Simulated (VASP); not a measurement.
Runs of VASP 6.6.1 on GdO. The structure is that of space group Pm-3m (No. 221), or close to it. The cells are those of the table. 

| cell | gap on the mesh (eV) | pressure (GPa) | moment (μB) |
| --- | --- | --- | --- |
| a = 3.063 Å, 2 atoms | none | (c) | 7.79 |
| a = 3.034 Å, 2 atoms | none | -3.6 | 7.70 |
| a = 3.014 Å, 2 atoms | none | (a) | 7.59 |
| a = 2.994 Å, 2 atoms | none | 0.0 | (b) |

Alike in all rows: task single point; level r2SCAN; potentials or basis VASP PAW PBE potentials, release 64 (Gd, O); spin collinear, ferromagnetic start; k mesh 12 × 12 × 12; cutoff (eV) 520; smearing gaussian 0.05 eV.

Q: Estimate the missing entries.

A: (a) -1.9; (b) 7.45; (c) -6.4.

Caveats: the PAW data sets were made with another functional, which shifts forces and pressure a little; spin-orbit coupling is left out, which moves the levels of the heavy elements; a cell with one magnetic atom can't hold antiferromagnetic order, which such compounds often take; semilocal functionals describe open f shells poorly, which spoils levels, moments and volumes; the cell stands under tension (at least some runs).

A k mesh can miss the band edges, and the runs leave out spin-orbit coupling on Gd.

A gap of «none» marks levels without a gap at the run's occupations.
